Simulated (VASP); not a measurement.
# Au in VASP: single point with PBEsol

Aim: the single point of Au with PBEsol.

Program: VASP 6.6.1. These are calculated values, not measurements. Logs are shortened: lines on timing, memory, paths and dates and some standing lists are left out, and cuts for length are marked.

## Step 1: The cell of the first run

The cell holds a slab with vacuum, 4 atoms: a = 2.865 Å, b = 2.865 Å, c = 24.186 Å, α = 90.00°, β = 90.00°, γ = 120.00°.

## Step 2: Single point, PBEsol

The input, INCAR:

```
SYSTEM = Au
PREC = Accurate ; ENCUT = 520
EDIFF = 1E-7 ; ISMEAR = 0
SIGMA = 0.1 ; LREAL = .False.
LASPH = .True. ; NELM = 100
ALGO = Normal ; ISIF = 2
LWAVE = .False. ; LCHARG = .False.
LDIPOL = .True. ; IDIPOL = 3
DIPOL = 0.5 0.5 0.500 ; GGA = PS
NBANDS = 30
```

The input, KPOINTS:

```
Automatic mesh
0
Gamma
  12 12 1
  0 0 0
```

The input, POSCAR:

```
Au
1.0
    2.8651901233      0.0000000000      0.0000000000
   -1.4325950616      2.4813274334      0.0000000000
    0.0000000000      0.0000000000     24.1858669935
Au
4
Direct
    0.3333333333      0.6666666667      0.3514449163
    0.6666666667      0.3333333333      0.4504816388
    0.3333333333      0.6666666667      0.5486410974
    0.6666666667      0.3333333333      0.6483247579
```

Potentials or basis: VASP PAW PBE potentials, release 64 (Au).

The run is started by

```sh
cat potpaw_PBE.64/Au/POTCAR > POTCAR
mpirun -np 1 vasp_std > vasp.out
```

OUTCAR:

```text
SYSTEM = Au
   PREC = Accurate
   ENCUT = 520
   EDIFF = 1E-7
   ISMEAR = 0
   LREAL = .False.
   LASPH = .True.
   NELM = 100
   ISIF = 2
   GGA = PS

 ion  position               nearest neighbor table
   1  0.333  0.667  0.351-   2 2.91   2 2.91   2 2.91
   2  0.667  0.333  0.450-   3 2.89   3 2.89   3 2.89   1 2.91   1 2.91   1 2.91
   3  0.333  0.667  0.549-   2 2.89   2 2.89   2 2.89   4 2.92   4 2.92   4 2.92
   4  0.667  0.333  0.648-   3 2.92   3 2.92   3 2.92

  LATTYP: Found a hexagonal cell.
 ALAT       =     2.8651901233
 C/A-ratio  =     8.4412782233

  Lattice vectors:

 A1 = (   2.8651901233,   0.0000000000,   0.0000000000)
 A2 = (  -1.4325950616,   2.4813274334,   0.0000000000)
 A3 = (   0.0000000000,   0.0000000000,  24.1858669935)

Analysis of symmetry for initial positions (statically):
=====================================================================
 Subroutine PRICEL returns:
 Original cell was already a primitive cell.

 Routine SETGRP: Setting up the symmetry group for a
 hexagonal supercell.

 Subroutine GETGRP returns: Found  6 space group operations
 (whereof  6 operations were pure point group operations)
 out of a pool of 24 trial point group operations.

The static configuration has the point symmetry C_3v.

Analysis of symmetry for dynamics (positions and initial velocities):
=====================================================================
 Subroutine PRICEL returns:
 Original cell was already a primitive cell.

 Routine SETGRP: Setting up the symmetry group for a
 hexagonal supercell.

 Subroutine GETGRP returns: Found  6 space group operations
 (whereof  6 operations were pure point group operations)
 out of a pool of 24 trial point group operations.

The dynamic configuration has the point symmetry C_3v.

 Subroutine INISYM returns: Found  6 space group operations
 (whereof  6 operations are pure point group operations),
 and found     1 'primitive' translations

----------------------------------------------------------------------------------------

                                     Primitive cell

  volume of cell :     171.9488

  direct lattice vectors                    reciprocal lattice vectors
     2.865190123  0.000000000  0.000000000     0.349016979  0.201505047  0.000000000
    -1.432595062  2.481327433  0.000000000     0.000000000  0.403010093  0.000000000
     0.000000000  0.000000000 24.185866993     0.000000000  0.000000000  0.041346461

  length of vectors
     2.865190123  2.865190123 24.185866993     0.403010093  0.403010093  0.041346461

  position of ions in fractional coordinates (direct lattice)
     0.333333333  0.666666667  0.351444916
     0.666666667  0.333333333  0.450481639
     0.333333333  0.666666667  0.548641097
     0.666666667  0.333333333  0.648324758

  ion indices of the primitive-cell ions
   primitive index   ion index
                 1           1
                 2           2
                 3           3
                 4           4

----------------------------------------------------------------------------------------

 KPOINTS: Automatic mesh

Automatic generation of k-mesh.
 Grid dimensions read from file:
 generate k-points for:   12   12    1

 Generating k-lattice:

  Cartesian coordinates                     Fractional coordinates (reciprocal lattice)
     0.029084748  0.016792087  0.000000000     0.083333333  0.000000000  0.000000000
     0.000000000  0.033584174  0.000000000     0.000000000  0.083333333  0.000000000
     0.000000000  0.000000000  0.041346461     0.000000000  0.000000000  1.000000000

  Length of vectors
     0.033584174  0.033584174  0.041346461

  Shift w.r.t. Gamma in fractional coordinates (k-lattice)
     0.000000000  0.000000000  0.000000000

 Subroutine IBZKPT returns following result:
 ===========================================

 Found     19 irreducible k-points:

 Following reciprocal coordinates:
            Coordinates               Weight
  0.000000  0.000000  0.000000      1.000000
  0.083333  0.000000  0.000000      6.000000
  0.166667 -0.000000  0.000000      6.000000
  0.250000  0.000000  0.000000      6.000000
  0.333333 -0.000000  0.000000      6.000000
  0.416667  0.000000  0.000000      6.000000
[... 11 lines left out ...]
  0.333333  0.250000  0.000000     12.000000
  0.333333  0.333333  0.000000      2.000000
   k-points           NKPTS =     19   k-points in BZ     NKDIM =     19   number of bands    NBANDS=     30
   number of dos      NEDOS =    301   number of ions     NIONS =      4
   total plane-waves  NPLWV = 103680
   dimension x,y,z NGX =    24 NGY =   24 NGZ =  180
   dimension x,y,z NGXF=    48 NGYF=   48 NGZF=  360
   ions per type =               4
   NGX,Y,Z   is equivalent  to a cutoff of  13.93, 13.93, 12.37 a.u.
   NGXF,Y,Z  is equivalent  to a cutoff of  27.85, 27.85, 24.75 a.u.
 SYSTEM =  Au
   PREC   = accura    normal or accurate (medium, high low for compatibility)
   ISTART =      0    job   : 0-new  1-cont  2-samecut
   ICHARG =      2    charge: 1-file 2-atom 10-const
   ISPIN  =      1    spin polarized calculation?
   LNONCOLLINEAR =      F non collinear calculations
   LSORBIT =      F    spin-orbit coupling
   LASPH  =      T    aspherical Exc in radial PAW
   ENCUT  =  520.0 eV  38.22 Ry    6.18 a.u.   5.33  5.33 44.97*2*pi/ulx,y,z
   NELM   =    100;   NELMIN=  2; NELMDL= -5     # of ELM steps
   EDIFF  = 0.1E-06   stopping-criterion for ELM
   LREAL  =      F    real-space projection
   EDIFFG = 0.1E-05   stopping-criterion for IOM
   NSW    =      0    number of steps for IOM
   IBRION =     -1    ionic relax: 0-MD 1-quasi-New 2-CG
   NFREE  =      0    steps in history (QN), initial steepest desc. (CG)
   ISIF   =      2    stress and relaxation
   ISYM   =      2    0-nonsym 1-usesym 2-fastsym
   POTIM  = 0.5000    time-step for ionic-motion
   TEBEG  =    0.0;   TEEND  =   0.0 temperature during run
   PSTRESS=    0.0 pullay stress
   NELECT =      44.0000    total number of electrons
   NUPDOWN=      -1.0000    fix difference up-down
   EMIN   =  10.00;   EMAX   =-10.00  energy-range for DOS
   EFERMI =   0.00;   METHOD = LEGACY
   ISMEAR =     0;   SIGMA  =   0.10  broadening in eV -4-tet -1-fermi 0-gaus
   EFERMI_NEDOS =   21; number of points for ismear=-14 and -15
   IALGO  =     38    algorithm
   IMIX   =      4    mixing-type and parameters
     AMIX     =   0.40;   BMIX     =  1.00
     AMIX_MAG =   1.60;   BMIX_MAG =  1.00
  volume/ion in A,a.u.               =      42.99       290.09
  Fermi-wavevector in a.u.,A,eV,Ry     =   1.039344  1.964075 14.697503  1.080236
  Thomas-Fermi vector in A             =   2.173870
   LORBIT       =      0    0 simple, 1 ext, 2 COOP (PROOUT), +10 PAW based schemes
   GGA     = PS    functional components
   LHFCALC =     F    Hartree Fock is set to
   AEXX    =    0.0000 exact exchange contribution
   IVDW    =     0    specifies the selected vdW correction
   LEPSILON=     F    determine dielectric tensor
   LRPA    =     F    only Hartree local field effects (RPA)
 non-spin polarized calculation
 Gauss-broadening in eV      SIGMA  =   0.10
  energy-cutoff  :      520.00
  volume of cell :      171.95
 maximum number of plane-waves:      4673
 NGX is ok and might be reduce to    24
   NGX = 11   NGY = 11   NGZ = 89

 dipolmoment           0.000000      0.000000     -0.081317 electrons x Angstroem

 number of electron      44.0000004 magnetization

 dipolmoment           0.000000      0.000000      0.000324 electrons x Angstroem

 Free energy of the ion-electron system (eV)
  ---------------------------------------------------
  ext. energy  EPLUGINS =         0.00000000
  ---------------------------------------------------
  free energy    TOTEN  =       -14.79699144 eV

  energy without entropy =      -14.77713492  energy(sigma->0) =      -14.78706318

 E-fermi :   0.5181     XC(G=0):  -5.7609

 val. band max:        0.4995880937   @ k =   0.2500   0.2500   0.0000
 cond. band min:       0.5235999164   @ k =   0.4167   0.0833   0.0000
 fundamental gap:      0.0240118228
 Fermi energy:         0.5180662763

 k-point     1 :       0.0000    0.0000    0.0000
  band No.  band energies     occupation
      1      -9.0276      2.00000
      2      -7.8821      2.00000
      3      -6.9075      2.00000
      4      -6.8108      2.00000
      5      -4.3449      2.00000
      6      -4.1730      2.00000
[... 22 lines left out ...]
     29       6.5207      0.00000
     30       8.2435      0.00000

 k-point     2 :       0.0833    0.0000    0.0000
  band No.  band energies     occupation
      1      -8.8108      2.00000
      2      -7.6682      2.00000
      3      -6.6915      2.00000
      4      -6.6193      2.00000
      5      -4.3792      2.00000
      6      -4.2604      2.00000
[... 22 lines left out ...]
     29       6.6865      0.00000
     30       8.4185      0.00000

 k-point     3 :       0.1667   -0.0000    0.0000
  band No.  band energies     occupation
      1      -8.2015      2.00000
      2      -7.0933      2.00000
      3      -6.1428      2.00000
      4      -6.1230      2.00000
      5      -4.5607      2.00000
      6      -4.5197      2.00000
[... 22 lines left out ...]
     29       7.1830      0.00000
     30       8.9317      0.00000

 k-point     4 :       0.2500    0.0000    0.0000
  band No.  band energies     occupation
      1      -7.3684      2.00000
      2      -6.4603      2.00000
      3      -5.7926      2.00000
      4      -5.6518      2.00000
      5      -4.9166      2.00000
      6      -4.7193      2.00000
[... 451 lines left out ...]
     29       7.7264      0.00000
     30       8.8751      0.00000

 k-point    18 :       0.3333    0.2500    0.0000
  band No.  band energies     occupation
      1      -5.6565      2.00000
      2      -5.5664      2.00000
      3      -5.2786      2.00000
      4      -5.0708      2.00000
      5      -4.8279      2.00000
      6      -4.7950      2.00000
[... 22 lines left out ...]
     29       8.0425      0.00000
     30       8.4903      0.00000

 k-point    19 :       0.3333    0.3333    0.0000
  band No.  band energies     occupation
      1      -5.4699      2.00000
      2      -5.3230      2.00000
      3      -5.3056      2.00000
      4      -4.8177      2.00000
      5      -4.7806      2.00000
      6      -4.7468      2.00000
[... 22 lines left out ...]
     29       7.7003      0.00000
     30       8.2742      0.00000

------------------------ aborting loop because EDIFF is reached ----------------------------------------

 vacuum level on the upper side and lower side of the slab       (xc-potential included)        -0.002        -0.010

  FORCE on cell =-STRESS in cart. coord.  units (eV):
  Direction    XX          YY          ZZ          XY          YZ          ZX
  --------------------------------------------------------------------------------------
  -------------------------------------------------------------------------------------
  Total       -2.5739197     -2.5739197      0.0221973     -0.0000000      0.0000000     -0.0000000
  in kB      -23.9831593    -23.9831593      0.2068292     -0.0000000      0.0000000     -0.0000000
  external PRESSURE =     -15.9198298 kB  Pullay stress =       0.0000000 kB

 VOLUME and BASIS-vectors are now :
 -----------------------------------------------------------------------------
  energy-cutoff  :      520.00
  volume of cell :      171.95
      direct lattice vectors                 reciprocal lattice vectors
     2.865190123  0.000000000  0.000000000     0.349016979  0.201505047  0.000000000
    -1.432595062  2.481327433  0.000000000     0.000000000  0.403010093  0.000000000
     0.000000000  0.000000000 24.185866993     0.000000000  0.000000000  0.041346461

 POSITION                                       TOTAL-FORCE (eV/Angst)
 -----------------------------------------------------------------------------------
     -0.00000      1.65422      8.50000         0.000000     -0.000000     -0.044383
      1.43260      0.82711     10.89529         0.000000      0.000000      0.049291
     -0.00000      1.65422     13.26936        -0.000000     -0.000000      0.003625
      1.43260      0.82711     15.68030        -0.000000      0.000000     -0.008534
 -----------------------------------------------------------------------------------
    total drift:                               -0.000000      0.000000      0.000128

  FREE ENERGIE OF THE ION-ELECTRON SYSTEM (eV)
  ---------------------------------------------------
  free  energy   TOTEN  =       -14.7969914362 eV

  energy  without entropy=      -14.7771349200  energy(sigma->0) =      -14.78706318

 vacuum level on the upper side and lower side of the slab         5.750         5.742
```

Run time: 2.6 min. Hardware: 1 thread of Intel Xeon 6975P-C, shared host; peak memory 0.33 GiB.

What came out:

| Quantity | Value |
| --- | --- |
| Free energy | -14.7970 eV |
| Largest force | 0.049 eV/Å |
| Band gap on the k mesh | zero (band 22 reaches 3.16 eV, above the bottom of band 23 at -1.63 eV) |

Forces in eV/Å, atoms in the order of the input:
```
Au   0.000  0.000 -0.044
Au   0.000  0.000  0.049
Au   0.000  0.000  0.004
Au   0.000  0.000 -0.009
```

Caveat: the PAW data sets were made with another functional, which shifts forces and pressure a little; spin-orbit coupling is left out, which moves the levels of the heavy elements.
